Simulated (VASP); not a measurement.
# TiTe (P6_3/mmc) in VASP: a series of runs, part 2 of 2

VASP 6.6.1. The steps go on from the part before.

## (3) Single point, PBEsol

This run uses another cell than the first one, of 20.80 Å³/atom.

The input, INCAR:

```
SYSTEM = TiTe
PREC = Accurate
ENCUT = 520
EDIFF = 1E-6
ISMEAR = 0
SIGMA = 0.1
LREAL = .False.
LASPH = .True.
NELM = 80
ALGO = Normal
ISIF = 2
LWAVE = .False.
LCHARG = .False.
GGA = PS
NBANDS = 26
```

The input, KPOINTS:

```
Automatic mesh
0
Gamma
  21 21 12
  0 0 0
```

The input, POSCAR:

```
TiTe
1.0
    3.5586430354      0.0000000000      0.0000000000
   -1.7793215177      3.0818752717      0.0000000000
    0.0000000000      0.0000000000      7.5846614297
Ti Te
2 2
Direct
    0.0000000000      0.0000000000      0.0000000000
    0.3333333333      0.6666666667      0.5000000000
    0.6666666667      0.3333333333      0.2500000000
    0.6666666667      0.3333333333      0.7500000000
```

Potentials or basis: VASP PAW PBE potentials, release 64 (Ti_sv, Te).

The run is started by

```console
$ cat potpaw_PBE.64/Ti_sv/POTCAR potpaw_PBE.64/Te/POTCAR > POTCAR
$ mpirun -np 1 vasp_std > vasp.out
```

OUTCAR:

```text
SYSTEM = TiTe
   PREC = Accurate
   ENCUT = 520
   EDIFF = 1E-6
   ISMEAR = 0
   LREAL = .False.
   LASPH = .True.
   NELM = 80
   ISIF = 2
   GGA = PS

 ion  position               nearest neighbor table
   1  0.000  0.000  0.000-   3 2.80   4 2.80   3 2.80   4 2.80   3 2.80   4 2.80
   2  0.333  0.667  0.500-   3 2.80   4 2.80   3 2.80   4 2.80   3 2.80   4 2.80
   3  0.667  0.333  0.250-   2 2.80   1 2.80   2 2.80   1 2.80   1 2.80   2 2.80
   4  0.667  0.333  0.750-   2 2.80   1 2.80   2 2.80   1 2.80   1 2.80   2 2.80

  LATTYP: Found a hexagonal cell.
 ALAT       =     3.5586430354
 C/A-ratio  =     2.1313352742

  Lattice vectors:

 A1 = (   3.5586430354,   0.0000000000,   0.0000000000)
 A2 = (  -1.7793215177,   3.0818752717,   0.0000000000)
 A3 = (   0.0000000000,   0.0000000000,   7.5846614297)

Analysis of symmetry for initial positions (statically):
=====================================================================
 Subroutine PRICEL returns:
 Original cell was already a primitive cell.

 Routine SETGRP: Setting up the symmetry group for a
 hexagonal supercell.

 Subroutine GETGRP returns: Found 24 space group operations
 (whereof 12 operations were pure point group operations)
 out of a pool of 24 trial point group operations.

The static configuration has the point symmetry D_3h.
 The point group associated with its full space group is D_6h.

Analysis of symmetry for dynamics (positions and initial velocities):
=====================================================================
 Subroutine PRICEL returns:
 Original cell was already a primitive cell.

 Routine SETGRP: Setting up the symmetry group for a
 hexagonal supercell.

 Subroutine GETGRP returns: Found 24 space group operations
 (whereof 12 operations were pure point group operations)
 out of a pool of 24 trial point group operations.

The dynamic configuration has the point symmetry D_3h.
 The point group associated with its full space group is D_6h.

 Subroutine INISYM returns: Found 24 space group operations
 (whereof 12 operations are pure point group operations),
 and found     1 'primitive' translations

----------------------------------------------------------------------------------------

                                     Primitive cell

  volume of cell :      83.1832

  direct lattice vectors                    reciprocal lattice vectors
     3.558643035  0.000000000  0.000000000     0.281005987  0.162238882  0.000000000
    -1.779321518  3.081875272  0.000000000     0.000000000  0.324477765  0.000000000
     0.000000000  0.000000000  7.584661430     0.000000000  0.000000000  0.131845041

  length of vectors
     3.558643035  3.558643035  7.584661430     0.324477765  0.324477765  0.131845041

  position of ions in fractional coordinates (direct lattice)
     0.000000000  0.000000000  0.000000000
     0.333333333  0.666666667  0.500000000
     0.666666667  0.333333333  0.250000000
     0.666666667  0.333333333  0.750000000

  ion indices of the primitive-cell ions
   primitive index   ion index
                 1           1
                 2           2
                 3           3
                 4           4

----------------------------------------------------------------------------------------

[... 25 lines left out ...]
            Coordinates               Weight
  0.000000  0.000000  0.000000      1.000000
  0.047619  0.000000  0.000000      6.000000
  0.095238 -0.000000  0.000000      6.000000
  0.142857  0.000000  0.000000      6.000000
  0.190476 -0.000000  0.000000      6.000000
  0.238095  0.000000  0.000000      6.000000
[... 16 lines left out ...]
  0.142857  0.095238  0.000000     12.000000
  0.190476  0.095238  0.000000     12.000000
 [... further k-points ...]
   k-points           NKPTS =    336   k-points in BZ     NKDIM =    336   number of bands    NBANDS=     26
   number of dos      NEDOS =    301   number of ions     NIONS =      4
   total plane-waves  NPLWV =  43904
   dimension x,y,z NGX =    28 NGY =   28 NGZ =   56
   dimension x,y,z NGXF=    56 NGYF=   56 NGZF=  112
   ions per type =               2   2
   NGX,Y,Z   is equivalent  to a cutoff of  13.08, 13.08, 12.27 a.u.
   NGXF,Y,Z  is equivalent  to a cutoff of  26.16, 26.16, 24.55 a.u.
 SYSTEM =  TiTe
   PREC   = accura    normal or accurate (medium, high low for compatibility)
   ISTART =      0    job   : 0-new  1-cont  2-samecut
   ICHARG =      2    charge: 1-file 2-atom 10-const
   ISPIN  =      1    spin polarized calculation?
   LNONCOLLINEAR =      F non collinear calculations
   LSORBIT =      F    spin-orbit coupling
   LASPH  =      T    aspherical Exc in radial PAW
   ENCUT  =  520.0 eV  38.22 Ry    6.18 a.u.   6.62  6.62 14.10*2*pi/ulx,y,z
   NELM   =     80;   NELMIN=  2; NELMDL= -5     # of ELM steps
   EDIFF  = 0.1E-05   stopping-criterion for ELM
   LREAL  =      F    real-space projection
   EDIFFG = 0.1E-04   stopping-criterion for IOM
   NSW    =      0    number of steps for IOM
   IBRION =     -1    ionic relax: 0-MD 1-quasi-New 2-CG
   NFREE  =      0    steps in history (QN), initial steepest desc. (CG)
   ISIF   =      2    stress and relaxation
   ISYM   =      2    0-nonsym 1-usesym 2-fastsym
   POTIM  = 0.5000    time-step for ionic-motion
   TEBEG  =    0.0;   TEEND  =   0.0 temperature during run
   PSTRESS=    0.0 pullay stress
   NELECT =      36.0000    total number of electrons
   NUPDOWN=      -1.0000    fix difference up-down
   EMIN   =  10.00;   EMAX   =-10.00  energy-range for DOS
   EFERMI =   0.00;   METHOD = LEGACY
   ISMEAR =     0;   SIGMA  =   0.10  broadening in eV -4-tet -1-fermi 0-gaus
   EFERMI_NEDOS =   21; number of points for ismear=-14 and -15
   IALGO  =     38    algorithm
   IMIX   =      4    mixing-type and parameters
     AMIX     =   0.40;   BMIX     =  1.00
     AMIX_MAG =   1.60;   BMIX_MAG =  1.00
  volume/ion in A,a.u.               =      20.80       140.34
  Fermi-wavevector in a.u.,A,eV,Ry     =   1.238313  2.340072 20.863434  1.533419
  Thomas-Fermi vector in A             =   2.372844
   LORBIT       =      0    0 simple, 1 ext, 2 COOP (PROOUT), +10 PAW based schemes
   GGA     = PS    functional components
   LHFCALC =     F    Hartree Fock is set to
   AEXX    =    0.0000 exact exchange contribution
   IVDW    =     0    specifies the selected vdW correction
   LEPSILON=     F    determine dielectric tensor
   LRPA    =     F    only Hartree local field effects (RPA)
 non-spin polarized calculation
 Gauss-broadening in eV      SIGMA  =   0.10
  energy-cutoff  :      520.00
  volume of cell :       83.18
 maximum number of plane-waves:      2285
 NGX is ok and might be reduce to    28
   NGX = 13   NGY = 13   NGZ = 29

 number of electron      36.0000006 magnetization

 Free energy of the ion-electron system (eV)
  ---------------------------------------------------
  ext. energy  EPLUGINS =         0.00000000
  ---------------------------------------------------
  free energy    TOTEN  =       -25.46380827 eV

  energy without entropy =      -25.45227093  energy(sigma->0) =      -25.45803960

 E-fermi :   9.7627     XC(G=0): -11.1363

 val. band max:        9.7620988865   @ k =   0.0000   0.0000   0.1667
 cond. band min:       9.7633330825   @ k =   0.3333  -0.0000   0.0000
 fundamental gap:      0.0012341959
 Fermi energy:         9.7627273110

 k-point     1 :       0.0000    0.0000    0.0000
  band No.  band energies     occupation
      1     -47.4138      2.00000
      2     -47.4130      2.00000
      3     -23.9174      2.00000
      4     -23.8944      2.00000
      5     -23.7295      2.00000
      6     -23.7295      2.00000
[... 685 lines left out ...]
     25      11.6114      0.00000
     26      13.1983      0.00000

 [... further k-points ...]

------------------------ aborting loop because EDIFF is reached ----------------------------------------

  FORCE on cell =-STRESS in cart. coord.  units (eV):
  Direction    XX          YY          ZZ          XY          YZ          ZX
  --------------------------------------------------------------------------------------
  -------------------------------------------------------------------------------------
  Total        0.0644644      0.0644644      0.1010041      0.0000000      0.0000000     -0.0000000
  in kB        1.2416376      1.2416376      1.9454216      0.0000000      0.0000000     -0.0000000
  external PRESSURE =       1.4762323 kB  Pullay stress =       0.0000000 kB

 VOLUME and BASIS-vectors are now :
 -----------------------------------------------------------------------------
  energy-cutoff  :      520.00
  volume of cell :       83.18
      direct lattice vectors                 reciprocal lattice vectors
     3.558643035  0.000000000  0.000000000     0.281005987  0.162238882  0.000000000
    -1.779321518  3.081875272  0.000000000     0.000000000  0.324477765  0.000000000
     0.000000000  0.000000000  7.584661430     0.000000000  0.000000000  0.131845041

 POSITION                                       TOTAL-FORCE (eV/Angst)
 -----------------------------------------------------------------------------------
      0.00000      0.00000      0.00000        -0.000000      0.000000      0.000000
     -0.00000      2.05458      3.79233         0.000000     -0.000000      0.000000
      1.77932      1.02729      1.89617        -0.000000     -0.000000      0.000000
      1.77932      1.02729      5.68850         0.000000     -0.000000     -0.000000
 -----------------------------------------------------------------------------------
    total drift:                                0.000000     -0.000000     -0.000000

  FREE ENERGIE OF THE ION-ELECTRON SYSTEM (eV)
  ---------------------------------------------------
  free  energy   TOTEN  =       -25.4638082699 eV

  energy  without entropy=      -25.4522709318  energy(sigma->0) =      -25.45803960
```

Wall time 7 min (1 thread of AMD EPYC 9R45 (Zen 5), shared host); peak memory 0.66 GiB.

What came out:

```
Free energy            : -25.4638 eV
Pressure               : 0.1 GPa
Band gap on the k mesh : zero (bands 18 and 19 overlap by 0.21 eV)
```

Caveat: the PAW data sets were made with another functional, which shifts forces and pressure a little; spin-orbit coupling is left out, which moves the levels of the heavy elements.
